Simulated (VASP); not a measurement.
**PbSe (Clausthalite): single point with RPBE**

PbSe (Clausthalite):

```
CELL_PARAMETERS angstrom
0.00000 3.01928 3.01928
3.01928 0.00000 3.01928
3.01928 3.01928 0.00000
ATOMIC_POSITIONS crystal
Pb 0.00000 0.00000 0.00000
Se 0.50000 0.50000 0.50000
```

- Program: VASP 6.6.1
- Task: single point
- Functional: RPBE
- Potentials or basis: VASP PAW PBE potentials, release 64 (Pb_d, Se)
- Cutoff: 520 eV
- k mesh: 8 × 8 × 8
- Occupations: fermi-dirac, width 0.05 eV
- Spin: no spin polarisation

| Item | Value |
| --- | --- |
| Pressure | 6.8 GPa |
| Band gap on the k mesh | 0.23 eV, direct |

Levels at points of the mesh, in eV from the valence-band top:
```tsv
k point	band 8	band 9	band 10	band 11	band 12	band 13
(0.00, 0.00, 0.00)	-2.13	-2.13	-2.13	4.81	4.81	4.81
(0.50, 0.00, 0.00)	-1.69	-1.69	0.00	0.23	1.60	1.60
(0.50, 0.50, 0.00)	-5.36	-3.54	-3.54	3.54	5.77	5.77
```

Wall time 18 s on 1 thread of Intel(R) Xeon(R) Platinum 8259CL CPU @ 2.50GHz (Skylake/Cascade Lake), on a shared host, peak memory 0.19 GiB.

Caveat: the PAW data sets were made with another functional, which shifts forces and pressure a little; spin-orbit coupling is left out, which moves the levels of the heavy elements. A k mesh can miss the band edges.
